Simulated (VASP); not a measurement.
Li3BH6, 10 atoms in the cell. It takes space group Immm (No. 71, orthorhombic). The conventional cell has a = 5.831 Å, b = 5.929 Å, c = 6.016 Å, α = 90.00°, β = 90.00°, γ = 90.00°. Within 3.1 Å of Li (site symmetry mmm) lie 4 H at 2.37 Å and 2 B at 2.96 Å. Li (site symmetry m2m) has 4 H at 1.66 to 1.90 Å within 2.2 Å. B (site symmetry mmm) has 6 H at 1.58 to 1.87 Å within 2.1 Å. Within 2.1 Å of H (site symmetry m) lie 1 B at 1.58 Å and 1 Li at 1.90 Å and 1 H at 1.91 Å. H (site symmetry 2mm) has 2 Li at 1.66 Å and 1 B at 1.87 Å and 1 H at 2.10 Å within 2.2 Å. 

| Item | Value |
| --- | --- |
| Program | VASP 6.6.1 |
| Task | single point |
| Functional | PBE |
| Potentials or basis | VASP PAW PBE potentials, release 64 (Li_sv, B, H) |
| Cutoff | 520 eV |
| k mesh | 4 × 4 × 4 |
| Occupations | gaussian, width 0.1 eV |
| Spin | no spin polarisation |
| Dipole correction | no |
| Further INCAR settings | ALGO = Normal; EDIFF = 1e-06; NBANDS = 20 |

Potentials or basis: VASP PAW PBE potentials, release 64 (Li_sv, B, H).

The run is started by

```sh
$ cat potpaw_PBE.64/Li_sv/POTCAR potpaw_PBE.64/B/POTCAR potpaw_PBE.64/H/POTCAR > POTCAR
$ mpirun -np 1 vasp_std > vasp.out
```

Hardware: 1 thread of Intel Xeon 8259CL, on a shared host.

How long does it take, and how much memory?

Run time: 75 s on 1 thread of Intel Xeon 8259CL, with other jobs on the host, peak memory 0.24 GiB. Counts: scf iterations 15, k points 18.
